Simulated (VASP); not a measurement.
Crystal: Os.

```
CELL_PARAMETERS angstrom
2.70474 0.00000 0.00000
-1.35237 2.34237 0.00000
0.00000 0.00000 8.83367
ATOMIC_POSITIONS crystal
Os 0.00000 0.00000 0.00000
Os 0.00000 0.00000 0.50000
Os 0.33333 0.66667 0.25000
Os 0.66667 0.33333 0.75000
```

```yaml
Program: VASP 6.6.1
Task: relaxation of cell and atoms
Functional: RPBE
Potentials_or_basis: VASP PAW PBE potentials, release 64 (Os)
Cutoff: 600 eV
k_mesh: 13 × 13 × 4
Occupations: fermi-dirac, width 0.1 eV
Spin: no spin polarisation
```

At the start: pressure 14.2 GPa; volume 13.99 Å³/atom.

Task: Where does the relaxation end?

Result: Over 6 steps the energy falls by 25.6 meV/atom and the volume is 14.48 Å³/atom (+3.5 %); space group P6_3/mmc (No. 194, to 0.1 Å) before and after.

The path:
| step | energy change (eV) | largest force (eV/Å) | pressure (GPa) | volume (Å³) |
| --- | --- | --- | --- | --- |
| 1 | 0.0000 | 0.0000 | 14.24 | 55.97 |
| 2 | 1.1018 | 0.0000 | -37.59 | 66.62 |
| 3 | -0.0965 | 0.0000 | -1.72 | 58.16 |
| 4 | -0.0970 | 0.0000 | -0.83 | 58.02 |
| 5 | -0.0957 | 0.0000 | 1.02 | 57.77 |
| 6 | -0.1025 | 0.0000 | -0.01 | 57.91 |

Final structure:
```cif
data_structure
_symmetry_space_group_name_H-M 'P 1'
_symmetry_Int_Tables_number 1
_cell_length_a 2.7515
_cell_length_b 2.7515
_cell_length_c 8.8318
_cell_angle_alpha 90.000
_cell_angle_beta 90.000
_cell_angle_gamma 120.000
_cell_volume 57.91
loop_
_atom_site_label
_atom_site_type_symbol
_atom_site_fract_x
_atom_site_fract_y
_atom_site_fract_z
_atom_site_occupancy
Os1 Os 0.00000 0.00000 0.00000 1
Os2 Os 0.00000 0.00000 0.50000 1
Os3 Os 0.33333 0.66667 0.25000 1
Os4 Os 0.66667 0.33333 0.75000 1
```

Caveat: the highest band is partly filled, so the run has too few bands; the PAW data sets were made with another functional, which shifts forces and pressure a little.
